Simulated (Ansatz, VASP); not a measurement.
Two plane-wave programs on GaN

```
CELL_PARAMETERS angstrom
5.23038 0.00000 0.00000
-2.61519 4.52964 0.00000
0.00000 0.00000 3.39010
ATOMIC_POSITIONS crystal
Ga 0.00000 0.00000 0.50000
N 0.00000 0.00000 0.00000
```

Alike in both runs: functional B3LYP; k mesh 3 × 3 × 4; occupations fermi-dirac, width 0.05 eV; no spin polarisation.

```csv
,VASP,Ansatz
version,VASP 6.6.1,Ansatz 0.2.0
potentials or method,"VASP PAW PBE potentials, release 64 (Ga_d, N)",Ansatz PAW
plane-wave cutoff (eV),520,420
valence electrons in the cell,18,18
task,single point,band structure
```

```tsv
	VASP	Ansatz	Ansatz less VASP
gap on the k mesh at the Fermi level (eV)	2.65	2.63	-0.024
least direct gap on the mesh (eV)	4.45	4.43	-0.021
pressure (GPa)	-0.1	-0.4	-0.31
traceless stress, the component that is largest in VASP (GPa)	-0.35	-1.11	-0.761
```

VASP's potentials were made for PBE, not for B3LYP.

The k mesh is coarse, so the values compare programs but aren't converged.
